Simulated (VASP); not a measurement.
## Mg: relaxation of cell and atoms with r2SCAN

Crystal: Mg.

```xyz
2
Lattice="3.2093 0.0000 0.0000 -1.6046 2.7793 0.0000 0.0000 0.0000 5.2103" Properties=species:S:1:pos:R:3 pbc="T T T"
Mg    0.0000    1.8529    1.3026
Mg    1.6047    0.9264    3.9077
```

- Program: VASP 6.6.1
- Task: relaxation of cell and atoms
- Functional: r2SCAN
- Potentials or basis: VASP PAW PBE potentials, release 64 (Mg)
- Cutoff: 600 eV
- k mesh: 17 × 17 × 9
- Occupations: gaussian, width 0.05 eV
- Spin: no spin polarisation
- Dipole correction: no
- Further INCAR settings: ALGO = Normal; EDIFF = 1e-06; IBRION = 2; EDIFFG = -0.02; NSW = 80; ISIF = 3

* Relaxed volume: 22.44 Å³/atom
* Relaxed cell: a = 3.168 Å, b = 3.168 Å, c = 5.165 Å, α = 90.00°, β = 90.00°, γ = 120.00°
* Space group after relaxing (to 0.1 Å): P6_3/mmc (No. 194)
* Energy gained by relaxing: 3.6 meV/atom
* Ionic steps: 3
* Pressure after relaxing: 0.0 GPa
* Band gap on the k mesh: zero (bands 2 and 3 overlap by 2.40 eV)

Stress tensor (GPa, compression positive):
```
-0.06  0.00  0.00
 0.00 -0.06  0.00
 0.00  0.00  0.10
```

Step by step:
```tsv
step	energy change (eV)	largest force (eV/Å)	pressure (GPa)	volume (Å³)
1	0.0000	0.0000	-1.33	46.47
2	-0.0068	0.0000	-0.28	45.19
3	-0.0071	0.0000	0.00	44.88
```

Final structure:
```yaml
crystal:
  lattice:
    - [3.16760, 0.00000, 0.00000]
    - [-1.58380, 2.74323, 0.00000]
    - [0.00000, 0.00000, 5.16502]
  atoms:
    - { symbol: Mg, position: [0.33333, 0.66667, 0.25000] }
    - { symbol: Mg, position: [0.66667, 0.33333, 0.75000] }
```

Levels at points of the mesh, in eV from the Fermi level:
```tsv
k point	band 1	band 2	band 3	band 4	band 5	band 6
(0.00, 0.00, 0.00)	-7.54	-2.01	-1.28	11.84	11.84	12.06
```

It took 2.5 min on 1 thread of Intel(R) Xeon(R) 6975P-C (Granite Rapids) (shared host), peak memory 0.24 GiB.

Caveat: the PAW data sets were made with another functional, which shifts forces and pressure a little.
